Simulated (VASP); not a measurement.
Write the native input for VASP 6.6.1 that does the following.

```yaml
Task: relaxation of cell and atoms
Functional: PBE
Potentials_or_basis: VASP PAW PBE potentials, release 64 (W_sv)
Cutoff: 600 eV
k_mesh: 14 × 14 × 14
Occupations: fermi-dirac, width 0.1 eV
Spin: no spin polarisation
Target_pressure: 190 GPa
Dipole_correction: no
Further_INCAR_settings: ALGO = Normal; EDIFF = 1e-06; IBRION = 2; EDIFFG = -0.005; NSW = 60; ISIF = 3
```

The structure of W lies in POSCAR:

```
W
1.0
    0.0000000000      2.3561867987      2.3561867987
    2.3561867987      0.0000000000      2.3561867987
    2.3561867987      2.3561867987      0.0000000000
W
2
Direct
   -0.1250000000     -0.1250000000     -0.1250000000
    0.1250000000      0.1250000000      0.1250000000
```

This isn't the form of W at room conditions, which is bcc.

The input as run:

INCAR

```
SYSTEM = W
ALGO = Normal
EDIFF = 1E-6
EDIFFG = -0.005
ENCUT = 600
GGA = PE
IBRION = 2
ISIF = 3
ISMEAR = -1
LASPH = .True.
LCHARG = .False.
LREAL = .False.
LWAVE = .False.
NELM = 100
NSW = 60
PREC = Accurate
PSTRESS = 1900.0
SIGMA = 0.1
```

KPOINTS

```
k-points
0
Gamma
  14 14 14
  0 0 0
```

Potentials or basis: VASP PAW PBE potentials, release 64 (W_sv).

Command:

```console
$ cat potpaw_PBE.64/W_sv/POTCAR > POTCAR
$ mpirun -np 1 vasp_std > vasp.out
```

Results of the run:

| Item | Value |
| --- | --- |
| Relaxed volume | 14.61 Å³/atom |
| Relaxed cell | a = 3.457 Å, b = 3.457 Å, c = 3.457 Å, α = 60.00°, β = 60.00°, γ = 60.00° |
| Space group after relaxing (to 0.1 Å) | Fd-3m (No. 227) |
| Energy change on relaxing (the run minimises the enthalpy) | -2246.3 meV/atom |
| Ionic steps | 5 |
| Pressure after relaxing | 190.0 GPa |
| Band gap on the k mesh | zero (bands 14 and 15 overlap by 1.17 eV) |

Caveat: the cell is relaxed towards a set pressure, so the run minimises the enthalpy, not the energy; spin-orbit coupling is left out, which moves the levels of the heavy elements.

Wall time 7.3 min on 1 thread of AMD EPYC 7R13, with other jobs on the host, peak memory 0.17 GiB.
